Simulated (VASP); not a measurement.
Crystal: AgCl.

```
Ag Cl
1.0
     4.54234    0.00000    0.00000
    -2.27117    3.93378    0.00000
     0.00000    0.00000    5.68068
Ag Cl
2 2
Direct
  0.33333 0.66667 0.93778
  0.66667 0.33333 0.43778
  0.33333 0.66667 0.43722
  0.66667 0.33333 0.93722
```

This cell differs from its parent crystal: epitaxial xy strain +0.5%.

Base run:

| Item | Value |
| --- | --- |
| Program | VASP 6.6.1 |
| Functional | PBE |
| Potentials or basis | VASP PAW PBE potentials, release 64 (Ag, Cl) |
| Cutoff | 520 eV |
| k mesh | 6 × 6 × 4 |
| Occupations | fermi-dirac, width 0.02 eV |
| Spin | no spin polarisation |

Its results: band gap on the k mesh 1.32 eV, indirect (least direct gap 1.42 eV); pressure 1.0 GPa.

Task: The run is repeated on the same cell with these changes: functional from PBE to r2SCAN; occupations from fermi-dirac, width 0.02 eV to gaussian, width 0.01 eV. What comes out?

Result: Band gap on the k mesh 1.73 eV, indirect (least direct gap 1.81 eV); pressure -0.2 GPa.

Caveats: the PAW data sets were made with another functional, which shifts forces and pressure a little (some runs).

A k mesh can miss the band edges.
